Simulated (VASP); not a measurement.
Here is a VASP 6.6.1 calculation.

File INCAR:

```
SYSTEM = Mg
PREC     = Accurate       ! precision mode
ENCUT    = 520            ! plane-wave cutoff, eV
EDIFF    = 1E-7           ! SCF threshold, eV
ISMEAR   = 0              ! smearing method
SIGMA    = 0.15           ! smearing width, eV
LREAL    = .False.        ! projectors in reciprocal space
LASPH    = .True.         ! aspherical terms in the spheres
NELM     = 100            ! most SCF steps
ALGO     = Normal         ! electronic algorithm
ISIF     = 2              ! what is computed and relaxed
LWAVE    = .False.        ! write WAVECAR
LCHARG   = .False.        ! write CHGCAR
GGA      = PE             ! functional
NBANDS   = 7              ! bands
```

KPOINTS

```
regular mesh
0
Gamma
  18 18 18
  0 0 0
```

Contents of POSCAR:

```
Mg
1.0
   -1.7927500000      1.7927500000      1.7048661797
    1.7927500000     -1.7927500000      1.7048661797
    1.7927500000      1.7927500000     -1.7048661797
Mg
1
Direct
    0.0000000000      0.0000000000      0.0000000000
```

Potentials or basis: VASP PAW PBE potentials, release 64 (Mg).

The run is started by

```sh
$ cat potpaw_PBE.64/Mg/POTCAR > POTCAR
$ mpirun -np 1 vasp_std > vasp.out
```

(1) What does it give for the band gap on the k mesh?

(2) What does it give for the pressure?

Results:

(1) zero (band 1 reaches 6.50 eV, above the bottom of band 2 at 1.75 eV).

(2) 1.6 GPa.
